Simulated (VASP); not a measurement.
K2S, 3 atoms in the cell. Symmetry: Fm-3m, No. 225, cubic system. The conventional cell has a = 7.504 Å, b = 7.504 Å, c = 7.504 Å, α = 90.00°, β = 90.00°, γ = 90.00°. Within 4.3 Å of K (site symmetry -43m) lie 4 S at 3.25 Å and 6 K at 3.75 Å. Within 4.3 Å of S (site symmetry m-3m) lie 8 K at 3.25 Å. 

| Item | Value |
| --- | --- |
| Program | VASP 6.6.1 |
| Task | single point |
| Functional | revPBE |
| Dispersion | D4 |
| Potentials or basis | VASP PAW PBE potentials, release 64 (K_sv, S) |
| Cutoff | 500 eV |
| k mesh | 6 × 6 × 6 |
| Occupations | gaussian, width 0.05 eV |
| Spin | no spin polarisation |
| Dipole correction | no |
| Further INCAR settings | ALGO = Normal; EDIFF = 1e-06; NBANDS = 19 |

Potentials or basis: VASP PAW PBE potentials, release 64 (K_sv, S).

Launch:

```sh
$ cat potpaw_PBE.64/K_sv/POTCAR potpaw_PBE.64/S/POTCAR > POTCAR
$ mpirun -np 1 vasp_std > vasp.out
```

Hardware: 1 thread of Intel Xeon 8259CL (shared host).

**Question.** How long does it take, and how much memory?

**Answer.** Wall time 59 s on 1 thread of Intel Xeon 8259CL, with other jobs on the host, peak memory 0.24 GiB. Counts: scf iterations 16, k points 16.
